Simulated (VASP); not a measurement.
# GaN (I4/mmm) in VASP: notebook, part 2 of 2

VASP 6.6.1.

## 3. Single point, r2SCAN

This run uses another cell than the first one, of 9.41 Å³/atom, 1.035 times its volume.

Input file POSCAR:

```
GaN
1.0
    0.0000000000      2.0996477500      2.1352350000
    2.0996477500      0.0000000000      2.1352350000
    2.0996477500      2.0996477500      0.0000000000
Ga N
1 1
Direct
    0.0000000000      0.0000000000      0.0000000000
    0.5000000000      0.5000000000      0.5000000000
```

Input file INCAR.step1:

```
PREC = Accurate
ENCUT = 520
ISMEAR = 0
SIGMA = 0.05
LREAL = False
LASPH = True
NELM = 80
NBANDS = 16
GGA = PE
ALGO = Normal
EDIFF = 1E-4
LWAVE = True
LCHARG = False
```

Input file INCAR.step2:

```
PREC = Accurate
ENCUT = 520
EDIFF = 1E-7
ISMEAR = 0
SIGMA = 0.05
LREAL = False
LASPH = True
NELM = 80
ALGO = Normal
ISIF = 2
LWAVE = False
LCHARG = False
METAGGA = R2SCAN
LMIXTAU = True
NBANDS = 16
ISTART = 1
```

Input file KPOINTS:

```
regular mesh
0
Gamma
  8 8 8
```

Potentials or basis: VASP PAW PBE potentials, release 64 (Ga_d, N).

Started as:

```console
$ cat potpaw_PBE.64/Ga_d/POTCAR potpaw_PBE.64/N/POTCAR > POTCAR
$ cp INCAR.step1 INCAR
$ mpirun -np 1 vasp_std > vasp.out
$ cp INCAR.step2 INCAR
$ mpirun -np 1 vasp_std > vasp.out
```

OUTCAR:

```text
PREC = Accurate
   ENCUT = 520
   EDIFF = 1E-7
   ISMEAR = 0
   LREAL = False
   LASPH = True
   NELM = 80
   ISIF = 2
   METAGGA = R2SCAN
   ISTART = 1

 ion  position               nearest neighbor table
   1  0.000  0.000  0.000-   2 2.10   2 2.10   2 2.10   2 2.10   2 2.14   2 2.14
   2  0.500  0.500  0.500-   1 2.10   1 2.10   1 2.10   1 2.10   1 2.14   1 2.14

  LATTYP: Found a body centered tetragonal cell.
 ALAT       =     2.9693503243
 C/A-ratio  =     1.4381832838

  Lattice vectors:

 A1 = (  -2.0996477500,   0.0000000000,   2.1352350000)
 A2 = (   2.0996477500,   0.0000000000,   2.1352350000)
 A3 = (   0.0000000000,   2.0996477500,  -2.1352350000)

Analysis of symmetry for initial positions (statically):
=====================================================================
 Subroutine PRICEL returns:
 Original cell was already a primitive cell.

 Routine SETGRP: Setting up the symmetry group for a
 body centered tetragonal supercell.

 Subroutine GETGRP returns: Found 16 space group operations
 (whereof 16 operations were pure point group operations)
 out of a pool of 16 trial point group operations.

The static configuration has the point symmetry D_4h.

Analysis of symmetry for dynamics (positions and initial velocities):
=====================================================================
 Subroutine PRICEL returns:
 Original cell was already a primitive cell.

 Routine SETGRP: Setting up the symmetry group for a
 body centered tetragonal supercell.

 Subroutine GETGRP returns: Found 16 space group operations
 (whereof 16 operations were pure point group operations)
 out of a pool of 16 trial point group operations.

The dynamic configuration has the point symmetry D_4h.

 Subroutine INISYM returns: Found 16 space group operations
 (whereof 16 operations are pure point group operations),
 and found     1 'primitive' translations

----------------------------------------------------------------------------------------

[... 108 lines left out ...]
   EFERMI_NEDOS =   21; number of points for ismear=-14 and -15
   IALGO  =     38    algorithm
   IMIX   =      4    mixing-type and parameters
     AMIX     =   0.40;   BMIX     =  1.00
     AMIX_MAG =   1.60;   BMIX_MAG =  1.00
  volume/ion in A,a.u.               =       9.41        63.52
  Fermi-wavevector in a.u.,A,eV,Ry     =   1.612784  3.047719 35.389727  2.601072
  Thomas-Fermi vector in A             =   2.707958
   LORBIT       =      0    0 simple, 1 ext, 2 COOP (PROOUT), +10 PAW based schemes
   METAGGA = R2SCAN    functional components
   LHFCALC =     F    Hartree Fock is set to
   AEXX    =    0.0000 exact exchange contribution
   IVDW    =     0    specifies the selected vdW correction
   LEPSILON=     F    determine dielectric tensor
   LRPA    =     F    only Hartree local field effects (RPA)
 non-spin polarized calculation
 Gauss-broadening in eV      SIGMA  =   0.05
  energy-cutoff  :      520.00
  volume of cell :       18.83
 maximum number of plane-waves:       532
 NGX is ok and might be reduce to    24
   NGX = 11   NGY = 11   NGZ = 11

 number of electron      18.0000008 magnetization

 Free energy of the ion-electron system (eV)
  ---------------------------------------------------
  ext. energy  EPLUGINS =         0.00000000
  ---------------------------------------------------
  free energy    TOTEN  =       -20.97331743 eV

  energy without entropy =      -20.97331743  energy(sigma->0) =      -20.97331743

 E-fermi :   8.0366     XC(G=0): -14.1914

 val. band max:        7.7045829021   @ k =  -0.2500   0.1250   0.0000
 cond. band min:       8.7624917066   @ k =   0.5000   0.0000   0.5000
 fundamental gap:      1.0579088045
 Fermi energy:         8.0365576537

 k-point     1 :       0.0000    0.0000    0.0000
  band No.  band energies     occupation
      1     -10.4008      2.00000
      2      -6.6984      2.00000
      3      -6.6909      2.00000
      4      -6.6909      2.00000
      5      -6.6361      2.00000
      6      -6.6128      2.00000
[... 433 lines left out ...]
      3      -6.7668      2.00000
      4      -6.7059      2.00000
      5      -6.4906      2.00000
      6      -6.4214      2.00000
[... 8 lines left out ...]
     15      28.4715      0.00000
     16      30.7393      0.00000

 [... further k-points ...]
[... 5 lines left out ...]
  --------------------------------------------------------------------------------------
  -------------------------------------------------------------------------------------
  Total        0.1760970      0.1760970     -0.2062047      0.0000000     -0.0000000     -0.0000000
  in kB       14.9862881     14.9862881    -17.5485217      0.0000000     -0.0000000     -0.0000000
  external PRESSURE =       4.1413515 kB  Pullay stress =       0.0000000 kB

 VOLUME and BASIS-vectors are now :
 -----------------------------------------------------------------------------
  energy-cutoff  :      520.00
  volume of cell :       18.83
      direct lattice vectors                 reciprocal lattice vectors
     0.000000000  2.099647750  2.135235000    -0.238135182  0.238135182  0.234166263
     2.099647750  0.000000000  2.135235000     0.238135182 -0.238135182  0.234166263
     2.099647750  2.099647750  0.000000000     0.238135182  0.238135182 -0.234166263

 POSITION                                       TOTAL-FORCE (eV/Angst)
 -----------------------------------------------------------------------------------
      0.00000      0.00000      0.00000         0.000000     -0.000000     -0.000000
      2.09965      2.09965      2.13524        -0.000000      0.000000      0.000000
 -----------------------------------------------------------------------------------
    total drift:                                0.000000     -0.000000     -0.000000

  FREE ENERGIE OF THE ION-ELECTRON SYSTEM (eV)
  ---------------------------------------------------
  free  energy   TOTEN  =       -20.9733174328 eV

  energy  without entropy=      -20.9733174328  energy(sigma->0) =      -20.97331743
```

OUTCAR.step1:

```text
PREC = Accurate
   ENCUT = 520
   ISMEAR = 0
   LREAL = False
   LASPH = True
[... 679 lines left out ...]
      0.00000      0.00000      0.00000        -0.000000      0.000000     -0.000000
      2.09965      2.09965      2.13524         0.000000     -0.000000      0.000000
 -----------------------------------------------------------------------------------
    total drift:                                0.000000     -0.000000     -0.000000

  FREE ENERGIE OF THE ION-ELECTRON SYSTEM (eV)
  ---------------------------------------------------
  free  energy   TOTEN  =       -11.1858751891 eV

  energy  without entropy=      -11.1858751891  energy(sigma->0) =      -11.18587519
```

OSZICAR.step1:

```text
N       E                     dE             d eps       ncg     rms          rms(c)
DAV:   1     0.726988936189E+02    0.72699E+02   -0.93735E+03  2192   0.211E+03
DAV:   2    -0.864086859620E+01   -0.81340E+02   -0.75975E+02  2256   0.321E+02
DAV:   3    -0.129770157386E+02   -0.43361E+01   -0.43229E+01  2184   0.630E+01
DAV:   4    -0.130159877109E+02   -0.38972E-01   -0.38968E-01  2360   0.631E+00
DAV:   5    -0.130164291535E+02   -0.44144E-03   -0.44144E-03  2232   0.624E-01    0.736E+00
DAV:   6    -0.112085618433E+02    0.18079E+01   -0.43597E+00  2768   0.399E+01    0.239E+00
DAV:   7    -0.112006996922E+02    0.78622E-02   -0.22898E-01  2224   0.517E+00    0.157E+00
DAV:   8    -0.111877313680E+02    0.12968E-01   -0.32045E-02  2112   0.216E+00    0.528E-01
DAV:   9    -0.111858650257E+02    0.18663E-02   -0.67332E-03  2320   0.193E+00    0.115E-01
DAV:  10    -0.111858751891E+02   -0.10163E-04   -0.57511E-04  2136   0.292E-01
   1 F= -.11185875E+02 E0= -.11185875E+02  d E =-.751492E-13
```

Wall time 72 s (1 thread of Intel Xeon Platinum 8259CL at 2.50GHz (Skylake/Cascade Lake), shared host); peak memory 0.15 GiB.

Results:

```
Free energy            : -20.9733 eV
Pressure               : 0.4 GPa
Band gap on the k mesh : 1.06 eV, indirect (least direct gap 3.25 eV)
```

Levels at points of the mesh, in eV from the valence-band top:
```tsv
k point	band 7	band 8	band 9	band 10	band 11	band 12
(0.00, 0.00, 0.00)	-0.59	-0.59	-0.44	2.82	15.37	15.51
(0.50, 0.00, 0.00)	-8.38	-0.24	-0.14	5.36	9.66	9.99
(0.50, 0.50, 0.00)	-7.28	-3.07	-3.07	1.23	8.63	12.92
(0.50, 0.00, 0.50)	-7.25	-3.29	-3.05	1.06	8.43	13.14
```

Caveat: the PAW data sets were made with another functional, which shifts forces and pressure a little.

## 4. Single point, r2SCAN

This run uses another cell than the first one, of 10.06 Å³/atom, 1.106 times its volume.

Input file POSCAR:

```
GaN
1.0
    0.0000000000      2.1708222500      2.1352350000
    2.1708222500      0.0000000000      2.1352350000
    2.1708222500      2.1708222500      0.0000000000
Ga N
1 1
Direct
    0.0000000000      0.0000000000      0.0000000000
    0.5000000000      0.5000000000      0.5000000000
```

Input file INCAR.step1:

```
SYSTEM = GaN
ALGO = Normal
EDIFF = 1E-4
ENCUT = 520
GGA = PE
ISMEAR = 0
LASPH = .TRUE.
LCHARG = .FALSE.
LREAL = .FALSE.
LWAVE = .TRUE.
NBANDS = 16
NELM = 80
PREC = Accurate
SIGMA = 0.05
```

Input file INCAR.step2:

```
SYSTEM = GaN
ALGO = Normal
EDIFF = 1E-7
ENCUT = 520
ISIF = 2
ISMEAR = 0
ISTART = 1
LASPH = .TRUE.
LCHARG = .FALSE.
LMIXTAU = .TRUE.
LREAL = .FALSE.
LWAVE = .FALSE.
METAGGA = R2SCAN
NBANDS = 16
NELM = 80
PREC = Accurate
SIGMA = 0.05
```

Input file KPOINTS:

```
k-points
0
G
  8 8 8
  0 0 0
```

Started as:

```console
$ cat potpaw_PBE.64/Ga_d/POTCAR potpaw_PBE.64/N/POTCAR > POTCAR
$ cp INCAR.step1 INCAR
$ mpirun -np 1 vasp_std > vasp.out
$ cp INCAR.step2 INCAR
$ mpirun -np 1 vasp_std > vasp.out
```

Run time: 74 s. Hardware: 1 thread of Intel Xeon Platinum 8259CL at 2.50GHz (Skylake/Cascade Lake), shared host; peak memory 0.15 GiB.

It converged, with:

- Free energy: -20.9154 eV
- Pressure: -13.9 GPa
- Band gap on the k mesh: 0.60 eV, indirect (least direct gap 2.45 eV)

Stress tensor (GPa, compression positive):
```
-14.55   0.00   0.00
  0.00 -14.55   0.00
  0.00   0.00 -12.59
```

Levels at points of the mesh, in eV from the valence-band top:
```tsv
k point	band 5	band 6	band 7	band 8	band 9	band 10	band 11	band 12	band 13	band 14
(0.00, 0.00, 0.00)	-14.39	-14.37	-0.55	-0.40	-0.40	2.05	15.04	15.04	15.17	15.75
(0.50, 0.00, 0.00)	-14.26	-14.25	-8.00	-0.21	-0.13	5.07	9.27	9.45	9.60	16.85
(0.50, 0.50, 0.00)	-14.20	-11.61	-6.71	-2.94	-2.94	0.60	8.30	12.53	14.69	14.69
(0.50, 0.00, 0.50)	-14.20	-11.76	-6.74	-2.96	-2.73	0.74	8.49	12.31	14.61	15.11
```

Caveat: the PAW data sets were made with another functional, which shifts forces and pressure a little. A k mesh can miss the band edges.

## 5. Single point, r2SCAN

This run uses another cell than the first one, of 10.39 Å³/atom, 1.143 times its volume.

Input file POSCAR:

```
GaN
1.0
    0.0000000000      2.2064095000      2.1352350000
    2.2064095000      0.0000000000      2.1352350000
    2.2064095000      2.2064095000      0.0000000000
Ga N
1 1
Direct
    0.0000000000      0.0000000000      0.0000000000
    0.5000000000      0.5000000000      0.5000000000
```

Input file INCAR.step1:

```
SYSTEM = GaN
PREC = Accurate
ENCUT = 520
ISMEAR = 0
SIGMA = 0.05
LREAL = .False.
LASPH = .True.
NELM = 60
NBANDS = 16
GGA = PE
ALGO = Normal
EDIFF = 1E-4
LWAVE = .True.
LCHARG = .False.
```

Input file INCAR.step2:

```
SYSTEM = GaN
PREC = Accurate
ENCUT = 520
EDIFF = 1E-6
ISMEAR = 0
SIGMA = 0.05
LREAL = .False.
LASPH = .True.
NELM = 60
ALGO = Normal
ISIF = 2
LWAVE = .False.
LCHARG = .False.
METAGGA = R2SCAN
LMIXTAU = .True.
NBANDS = 16
ISTART = 1
```

Input file KPOINTS:

```
regular mesh
0
Gamma
  8 8 8
  0 0 0
```

Started as:

```console
$ cat potpaw_PBE.64/Ga_d/POTCAR potpaw_PBE.64/N/POTCAR > POTCAR
$ cp INCAR.step1 INCAR
$ mpirun -np 1 vasp_std > vasp.out
$ cp INCAR.step2 INCAR
$ mpirun -np 1 vasp_std > vasp.out
```

Run time: 75 s. Hardware: 1 thread of Intel Xeon Platinum 8259CL at 2.50GHz (Skylake/Cascade Lake), shared host; peak memory 0.15 GiB.

Results (log left out):

```yaml
Free_energy: -20.8431 eV
Pressure: -19.1 GPa
Band_gap_on_the_k_mesh: 0.32 eV, indirect (least direct gap 2.02 eV)
```

Stress tensor (GPa, compression positive):
```
-19.97   0.00   0.00
  0.00 -19.97   0.00
  0.00   0.00 -17.21
```

Levels at points of the mesh, in eV from the valence-band top:
```
           k point  band 7  band 8  band 9  band 10  band 11  band 12
(0.00, 0.00, 0.00)   -0.63   -0.32   -0.32     1.69    14.81    14.81
(0.50, 0.00, 0.00)   -7.84   -0.24   -0.11     4.90     8.92     9.03
(0.50, 0.50, 0.00)   -6.47   -2.89   -2.89     0.32     8.14    12.33
(0.50, 0.00, 0.50)   -6.52   -2.94   -2.49     0.59     8.51    11.89
```

Caveat: the PAW data sets were made with another functional, which shifts forces and pressure a little. A k mesh can miss the band edges.

## 6. Summary

| cell | gap on the mesh (eV) | pressure (GPa) |
| --- | --- | --- |
| a = 2.970, b = 2.970, c = 2.919 Å, angles 60.6, 60.6, 58.9°, 2 atoms | 1.20 | 9.8 |
| a = 2.995, b = 2.995, c = 2.969 Å, angles 60.3, 60.3, 59.4°, 2 atoms | 1.06 | 0.4 |
| a = 3.045, b = 3.045, c = 3.070 Å, angles 59.7, 59.7, 60.5°, 2 atoms | 0.60 | -13.9 |
| a = 3.070, b = 3.070, c = 3.120 Å, angles 59.5, 59.5, 61.1°, 2 atoms | 0.32 | -19.1 |

Alike in all rows: task single point; level r2SCAN; potentials or basis VASP PAW PBE potentials, release 64 (Ga_d, N); no spin polarisation; k mesh 8 × 8 × 8; cutoff (eV) 520; smearing gaussian 0.05 eV.

Caveats: the PAW data sets were made with another functional, which shifts forces and pressure a little.

Absolute energies hang on the potentials; compare differences alone.
